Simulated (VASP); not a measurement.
Write the native input for VASP 6.6.1 that does the following.

* Task: single point
* Functional: HSE06
* Potentials or basis: VASP PAW PBE potentials, release 64 (Cd, Te)
* Cutoff: 520 eV
* k mesh: 4 × 4 × 4
* Occupations: gaussian, width 0.01 eV
* Spin: no spin polarisation
* Dipole correction: no
* Grid for exact exchange (PRECFOCK): Normal
* Further INCAR settings: ALGO = Normal; EDIFF = 1e-07; NBANDS = 16
* Share of exact exchange: 0.25
* Screening parameter: 0.2079 1/Å

Crystal: CdTe.

```
CELL_PARAMETERS angstrom
0.00000 3.27996 3.24716
3.27996 0.00000 3.24716
3.27996 3.27996 0.00000
ATOMIC_POSITIONS crystal
Cd 0.00000 0.00000 0.00000
Te 0.25000 0.25000 0.25000
```

This cell differs from its parent crystal: uniaxial z strain -1.0%.

One way to write it, as run:

POSCAR

```
CdTe
1.0
    0.0000000000      3.2799551162      3.2471555650
    3.2799551162      0.0000000000      3.2471555650
    3.2799551162      3.2799551162      0.0000000000
Cd Te
1 1
Direct
    0.0000000000      0.0000000000      0.0000000000
    0.2500000000      0.2500000000      0.2500000000
```

INCAR.step1

```
SYSTEM = CdTe
  PREC = Accurate
  ENCUT = 520
  EDIFF = 1E-5
  ISMEAR = 0
  SIGMA = 0.01
  LREAL = .False.
  LASPH = .True.
  NELM = 60
  ALGO = Normal
  ISIF = 2
  LWAVE = .True.
  LCHARG = .False.
  NBANDS = 16
  GGA = PE
```

INCAR.step2

```
SYSTEM = CdTe
  PREC = Accurate
  ENCUT = 520
  EDIFF = 1E-7
  ISMEAR = 0
  SIGMA = 0.01
  LREAL = .False.
  LASPH = .True.
  NELM = 60
  ALGO = Normal
  ISIF = 2
  LWAVE = .False.
  LCHARG = .False.
  GGA = PE
  LHFCALC = .True.
  HFSCREEN = 0.2079
  PRECFOCK = Normal
  NBANDS = 16
  ISTART = 1
```

KPOINTS

```
Automatic mesh
0
Gamma
  4 4 4
  0 0 0
```

Potentials or basis: VASP PAW PBE potentials, release 64 (Cd, Te).

Run with:

```console
$ cat potpaw_PBE.64/Cd/POTCAR potpaw_PBE.64/Te/POTCAR > POTCAR
$ cp INCAR.step1 INCAR
$ mpirun -np 1 vasp_std > vasp.out
$ cp INCAR.step2 INCAR
$ mpirun -np 1 vasp_std > vasp.out
```

Results of the run:

The pressure is 0.7 GPa and the band gap on the k mesh is 1.45 eV.

Caveat: the cell differs from its parent crystal (uniaxial z strain -1.0%); the PAW data sets were made with another functional, which shifts forces and pressure a little; spin-orbit coupling is left out, which moves the levels of the heavy elements.

It took 25 min on 1 thread of Intel(R) Xeon(R) Platinum 8375C CPU @ 2.90GHz (Ice Lake), on a shared host, peak memory 0.32 GiB.
